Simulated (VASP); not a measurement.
Here is a VASP 6.6.1 calculation.

Contents of POSCAR:

```
Rb
1.0
   -2.8025000000      2.8025000000      2.8025000000
    2.8025000000     -2.8025000000      2.8025000000
    2.8025000000      2.8025000000     -2.8025000000
Rb
1
Direct
    0.0000000000      0.0000000000      0.0000000000
```

Contents of INCAR.step1:

```
PREC = Accurate ; ENCUT = 600
ISMEAR = 0 ; SIGMA = 0.05
LREAL = False ; LASPH = True
NELM = 60 ; GGA = PE
ALGO = Normal ; EDIFF = 1E-4
LWAVE = True ; LCHARG = False
```

File INCAR.step2:

```
PREC = Accurate ; ENCUT = 600
EDIFF = 1E-6 ; ISMEAR = 0
SIGMA = 0.05 ; LREAL = False
LASPH = True ; NELM = 60
ALGO = Normal ; ISIF = 3
LWAVE = False ; LCHARG = False
METAGGA = R2SCAN ; LMIXTAU = True
IBRION = 2 ; NSW = 80
EDIFFG = -0.01 ; ISTART = 1
```

The input KPOINTS:

```
regular mesh
0
Gamma
  6 6 6
```

Potentials or basis: VASP PAW PBE potentials, release 64 (Rb_sv).

Command:

```sh
$ cat potpaw_PBE.64/Rb_sv/POTCAR > POTCAR
$ cp INCAR.step1 INCAR
$ mpirun -np 1 vasp_std > vasp.out
$ cp INCAR.step2 INCAR
$ mpirun -np 1 vasp_std > vasp.out
```

**Question.** What does it give for the relaxed cell?

**Answer.** a = 4.983 Å, b = 4.983 Å, c = 4.983 Å, α = 109.47°, β = 109.47°, γ = 109.47°.

**Question.** Predict the band gap on the k mesh.

**Answer.** Zero (an odd number of electrons rules out a gap without spin polarisation).

Final structure:
```xyz
1
Lattice="-2.8770 2.8770 2.8770 2.8770 -2.8770 2.8770 2.8770 2.8770 -2.8770" Properties=species:S:1:pos:R:3 pbc="T T T"
Rb    0.0000    0.0000    0.0000
```

 Zero-point motion and thermal expansion aren't in these numbers.
